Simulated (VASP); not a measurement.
# Hf2Sc (P6/mmm) in VASP: a series of runs, part 2 of 2

VASP 6.6.1. The steps go on from the part before.

## Step 3: Relaxation of cell and atoms, PBE

This run uses another cell than the first one, of 22.48 Å³/atom, 1.231 times its volume.

INCAR

```
SYSTEM = Hf2Sc
PREC = Accurate
ENCUT = 600
EDIFF = 1E-6
ISMEAR = 0
SIGMA = 0.1
LREAL = .False.
LASPH = .True.
NELM = 100
ALGO = Normal
ISIF = 3
LWAVE = .False.
LCHARG = .False.
GGA = PE
IBRION = 2
NSW = 90
EDIFFG = -0.04
```

KPOINTS

```
Automatic mesh
0
Gamma
  6 6 6
  0 0 0
```

POSCAR

```
Hf2Sc
1.0
    5.0101692727      0.0000000000      0.0000000000
   -2.5050846364      4.3389338674      0.0000000000
    0.0000000000      0.0000000000      3.1021214083
Hf Sc
2 1
Direct
    0.3333333333      0.6666666667      0.5000000000
    0.6666666667      0.3333333333      0.5000000000
    0.0000000000      0.0000000000      0.0000000000
```

Potentials or basis: VASP PAW PBE potentials, release 64 (Hf_pv, Sc_sv).

Run with:

```
$ cat potpaw_PBE.64/Hf_pv/POTCAR potpaw_PBE.64/Sc_sv/POTCAR > POTCAR
$ mpirun -np 1 vasp_std > vasp.out
```

OUTCAR:

```text
SYSTEM = Hf2Sc
   PREC = Accurate
   ENCUT = 600
   EDIFF = 1E-6
   ISMEAR = 0
   LREAL = .False.
   LASPH = .True.
   NELM = 100
   ISIF = 3
   GGA = PE
   IBRION = 2
   NSW = 90
   EDIFFG = -0.04

 ion  position               nearest neighbor table
   1  0.333  0.667  0.500-   2 2.89   2 2.89   2 2.89   3 3.28   3 3.28   3 3.28   3 3.28   3 3.28
                             3 3.28
   2  0.667  0.333  0.500-   1 2.89   1 2.89   1 2.89   3 3.28   3 3.28   3 3.28   3 3.28   3 3.28
                             3 3.28
   3  0.000  0.000  0.000-   1 3.28   2 3.28   1 3.28   2 3.28   2 3.28   2 3.28   1 3.28   1 3.28
                             2 3.28   2 3.28   1 3.28   1 3.28

  LATTYP: Found a hexagonal cell.
 ALAT       =     5.0101692727
 C/A-ratio  =     0.6191649901

  Lattice vectors:

 A1 = (   5.0101692727,   0.0000000000,   0.0000000000)
 A2 = (  -2.5050846364,   4.3389338674,   0.0000000000)
 A3 = (   0.0000000000,   0.0000000000,   3.1021214083)

Analysis of symmetry for initial positions (statically):
=====================================================================
 Subroutine PRICEL returns:
 Original cell was already a primitive cell.

 Routine SETGRP: Setting up the symmetry group for a
 hexagonal supercell.

 Subroutine GETGRP returns: Found 24 space group operations
 (whereof 24 operations were pure point group operations)
 out of a pool of 24 trial point group operations.

The static configuration has the point symmetry D_6h.

Analysis of symmetry for dynamics (positions and initial velocities):
=====================================================================
 Subroutine PRICEL returns:
 Original cell was already a primitive cell.

 Routine SETGRP: Setting up the symmetry group for a
 hexagonal supercell.

 Subroutine GETGRP returns: Found 24 space group operations
 (whereof 24 operations were pure point group operations)
 out of a pool of 24 trial point group operations.

The dynamic configuration has the point symmetry D_6h.
[... 124 lines left out ...]
  Thomas-Fermi vector in A             =   2.396823
   LORBIT       =      0    0 simple, 1 ext, 2 COOP (PROOUT), +10 PAW based schemes
   GGA     = PE    functional components
   LHFCALC =     F    Hartree Fock is set to
   AEXX    =    0.0000 exact exchange contribution
   IVDW    =     0    specifies the selected vdW correction
   LEPSILON=     F    determine dielectric tensor
   LRPA    =     F    only Hartree local field effects (RPA)
 conjugate gradient relaxation of ions
 non-spin polarized calculation
 Gauss-broadening in eV      SIGMA  =   0.10
  energy-cutoff  :      600.00
  volume of cell :       67.44
 maximum number of plane-waves:      2275
   NGX = 21   NGY = 21   NGZ = 13

--------------------------------------- Ionic step        1  -------------------------------------------

 number of electron      31.0000001 magnetization

 Free energy of the ion-electron system (eV)
  ---------------------------------------------------
  ext. energy  EPLUGINS =         0.00000000
  ---------------------------------------------------
  free energy    TOTEN  =       -25.80062247 eV

  energy without entropy =      -25.77322221  energy(sigma->0) =      -25.78692234

------------------------ aborting loop because EDIFF is reached ----------------------------------------

  FORCE on cell =-STRESS in cart. coord.  units (eV):
  Direction    XX          YY          ZZ          XY          YZ          ZX
  --------------------------------------------------------------------------------------
  -------------------------------------------------------------------------------------
  Total       -0.1725371     -0.1725371      0.9772548      0.0000000     -0.0000000     -0.0000000
  in kB       -4.0991981     -4.0991981     23.2179670      0.0000000     -0.0000000     -0.0000000
  external PRESSURE =       5.0065236 kB  Pullay stress =       0.0000000 kB
[... 135 lines left out ...]
--------------------------------------- Ionic step        5  -------------------------------------------

 number of electron      31.0000001 magnetization

 Free energy of the ion-electron system (eV)
  ---------------------------------------------------
  ext. energy  EPLUGINS =         0.00000000
  ---------------------------------------------------
  free energy    TOTEN  =       -25.80734930 eV

  energy without entropy =      -25.78274941  energy(sigma->0) =      -25.79504935

 E-fermi :   4.2663     XC(G=0): -10.9064

 val. band max:        4.2388121152   @ k =   0.3333   0.1667   0.3333
 cond. band min:       4.2813627175   @ k =   0.3333   0.0000   0.1667
 fundamental gap:      0.0425506023
 Fermi energy:         4.2662630800

 k-point     1 :       0.0000    0.0000    0.0000
  band No.  band energies     occupation
      1     -44.7465      2.00000
      2     -26.2651      2.00000
      3     -26.2651      2.00000
      4     -25.7726      2.00000
      5     -25.6220      2.00000
      6     -25.6169      2.00000
[... 505 lines left out ...]
      6     -25.6782      2.00000
[... 11 lines left out ...]
     18       5.6200      0.00000
     19       6.0877      0.00000

 [... further k-points ...]
[... 5 lines left out ...]
  --------------------------------------------------------------------------------------
  -------------------------------------------------------------------------------------
  Total        0.0684772      0.0684772      0.0012959     -0.0000000     -0.0000000      0.0000000
  in kB        1.6200560      1.6200560      0.0306581     -0.0000000     -0.0000000      0.0000000
  external PRESSURE =       1.0902567 kB  Pullay stress =       0.0000000 kB
[... 18 lines left out ...]
  FREE ENERGIE OF THE ION-ELECTRON SYSTEM (eV)
  ---------------------------------------------------
  free  energy   TOTEN  =       -25.8073492956 eV

  energy  without entropy=      -25.7827494100  energy(sigma->0) =      -25.79504935

 reached required accuracy - stopping structural energy minimisation
```

OSZICAR:

```text
N       E                     dE             d eps       ncg     rms          rms(c)
DAV:   1     0.295679220745E+03    0.29568E+03   -0.16484E+04  1064   0.178E+03
[... 38 lines left out ...]
DAV:   1    -0.258109336400E+02   -0.36926E-02   -0.11693E-01  1423   0.433E+00    0.666E-01
DAV:   2    -0.258080867518E+02    0.28469E-02   -0.90229E-03  1459   0.109E+00    0.222E-01
DAV:   3    -0.258075150182E+02    0.57173E-03   -0.17986E-03  1588   0.260E-01    0.134E-01
DAV:   4    -0.258073757949E+02    0.13922E-03   -0.65942E-04  1794   0.269E-01    0.803E-02
DAV:   5    -0.258073486460E+02    0.27149E-04   -0.12684E-04  1674   0.756E-02    0.464E-02
DAV:   6    -0.258073491842E+02   -0.53826E-06   -0.16539E-05  1530   0.365E-02    0.809E-03
DAV:   7    -0.258073492956E+02   -0.11135E-06   -0.84705E-07   693   0.137E-02
   5 F= -.25807349E+02 E0= -.25795049E+02  d E =-.109064E-03
```

Run time: 68 s. Hardware: 1 thread of Intel Xeon 6975P-C (Granite Rapids), shared host; peak memory 0.23 GiB.

Results:

```yaml
Free_energy: -25.8073 eV
Relaxed_volume: 22.57 Å³/atom
Relaxed_cell: a = 4.989 Å, b = 4.989 Å, c = 3.142 Å, α = 90.00°, β = 90.00°, γ = 120.00°
Space_group_after_relaxing_to_0.05_Å: P6/mmm (No. 191)
Energy_gained_by_relaxing: 2.2 meV/atom
Ionic_steps: 5
Pressure_after_relaxing: 0.1 GPa
```

Step by step:
| step | energy change (eV) | largest force (eV/Å) | pressure (GPa) | volume (Å³) |
| --- | --- | --- | --- | --- |
| 1 | 0.0000 | 0.0000 | 0.50 | 67.44 |
| 2 | -0.0063 | 0.0000 | -0.37 | 68.12 |
| 3 | -0.0066 | 0.0000 | -0.23 | 67.99 |
| 4 | -0.0066 | 0.0000 | -0.23 | 68.00 |
| 5 | -0.0067 | 0.0000 | 0.11 | 67.72 |

Final structure:
```xyz
3
Lattice="4.9887 0.0000 0.0000 -2.4944 4.3203 0.0000 0.0000 0.0000 3.1421" Properties=species:S:1:pos:R:3 pbc="T T T"
Hf    0.0000    2.8802    1.5711
Hf    2.4944    1.4401    1.5711
Sc    0.0000    0.0000    3.1421
```

Caveat: spin-orbit coupling is left out, which moves the levels of the heavy elements.

## Step 4: Single point, PBE

This run uses another cell than the first one, of 22.58 Å³/atom, 1.236 times its volume.

INCAR

```
  PREC = Accurate
  ENCUT = 520
  EDIFF = 1E-7
  ISMEAR = 0
  SIGMA = 0.1
  LREAL = False
  LASPH = True
  NELM = 80
  ALGO = Fast
  ISIF = 2
  LWAVE = False
  LCHARG = False
  GGA = PE
  NBANDS = 22
```

KPOINTS

```
Automatic mesh
0
Gamma
  12 12 14
```

POSCAR

```
Hf2Sc
1.0
    4.9951079841      0.0000000000      0.0000000000
   -2.4975539921      4.3258904088      0.0000000000
    0.0000000000      0.0000000000      3.1350096020
Hf Sc
2 1
Direct
    0.3333333333      0.6666666667      0.5000000000
    0.6666666667      0.3333333333      0.5000000000
    0.0000000000      0.0000000000      0.0000000000
```

Run with:

```
$ cat potpaw_PBE.64/Hf_pv/POTCAR potpaw_PBE.64/Sc_sv/POTCAR > POTCAR
$ mpirun -np 1 vasp_std > vasp.out
```

Wall time 2.6 min (1 thread of Intel Xeon 6975P-C (Granite Rapids), shared host); peak memory 0.35 GiB.

Results (log left out):

```
Free energy : -25.8388 eV
Pressure    : -0.2 GPa
```

Levels at points of the mesh, in eV from the Fermi level:
| k point | band 12 | band 13 | band 14 | band 15 | band 16 | band 17 | band 18 | band 19 | band 20 | band 21 |
| --- | --- | --- | --- | --- | --- | --- | --- | --- | --- | --- |
| (0.00, 0.00, 0.00) | -1.62 | -0.40 | -0.40 | -0.34 | 0.00 | 0.00 | 1.70 | 2.33 | 2.33 | 2.95 |
| (0.50, 0.00, 0.00) | -3.51 | -2.63 | -0.21 | -0.10 | 0.17 | 0.96 | 1.20 | 1.51 | 1.80 | 2.85 |
| (0.00, 0.00, 0.50) | -1.83 | -1.83 | -1.28 | -0.88 | -0.88 | 1.59 | 1.59 | 2.11 | 2.11 | 4.16 |
| (0.50, 0.00, 0.50) | -2.13 | -1.70 | -0.59 | -0.51 | -0.48 | 0.59 | 1.22 | 1.67 | 1.86 | 3.27 |

Caveat: spin-orbit coupling is left out, which moves the levels of the heavy elements.

## Step 5: Overview

```tsv
task	cell	k mesh	cutoff (eV)	gap on the mesh (eV)	pressure (GPa)	relaxed volume (Å³/atom)
relaxation of cell and atoms	relaxed from a = 3.884, b = 3.884, c = 4.194 Å, angles 90.0, 90.0, 120.0°, 3 atoms	6 × 6 × 4	600	none	0.0	22.43
relaxation of cell and atoms	relaxed from a = 5.010, b = 5.010, c = 3.102 Å, angles 90.0, 90.0, 120.0°, 3 atoms	6 × 6 × 6	600	none	0.1	22.57
single point	a = 4.995, b = 4.995, c = 3.135 Å, angles 90.0, 90.0, 120.0°, 3 atoms	12 × 12 × 14	520	none	-0.2	-
```

Alike in all rows: level PBE; potentials or basis VASP PAW PBE potentials, release 64 (Hf_pv, Sc_sv); no spin polarisation; smearing gaussian 0.1 eV.

Caveats: some runs use coarse meshes; spin-orbit coupling is left out, which moves the levels of the heavy elements; the volume moved by over 15 % at a fixed basis, so the end points are rough (some runs).

Total energies depend on the potentials used, so only differences within one code and one set of settings carry meaning.
